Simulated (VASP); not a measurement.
# Zn: single point with LDA

The system is Zn.

```
Zn
1.0
     2.57097    0.00000    0.00000
    -1.28549    2.22653    0.00000
     0.00000    0.00000    4.73619
Zn
2
Cartesian
  0.0000 1.4844 1.1840
  1.2855 0.7422 3.5521
```

```json
{
  "Program": "VASP 6.6.1",
  "Task": "single point",
  "Functional": "LDA",
  "Potentials or basis": "VASP PAW LDA potentials, release 64 (Zn)",
  "Cutoff": "520 eV",
  "k mesh": "11 × 11 × 6",
  "Occupations": "fermi-dirac, width 0.1 eV",
  "Spin": "no spin polarisation"
}
```

- Pressure: 1.0 GPa
- Band gap on the k mesh: zero (band 12 reaches 5.51 eV, above the bottom of band 13 at 0.86 eV)

Stress tensor (GPa, compression positive):
```
 1.91  0.00  0.00
 0.00  1.91  0.00
 0.00  0.00 -0.94
```

Levels at points of the mesh, in eV from the Fermi level:
```csv
k point,band 8,band 9,band 10,band 11,band 12,band 13,band 14,band 15,band 16,band 17
"(0.00, 0.00, 0.00)",-7.49,-7.49,-7.22,-7.22,-4.04,-2.77,15.02,18.81,18.81,18.88
"(0.00, 0.00, 0.50)",-7.94,-7.33,-7.33,-7.33,-7.33,5.24,5.24,20.26,20.26,20.26
```

Wall time 9.3 s on 1 thread of Intel(R) Xeon(R) 6975P-C (Granite Rapids), with other jobs on the host, peak memory 0.14 GiB.
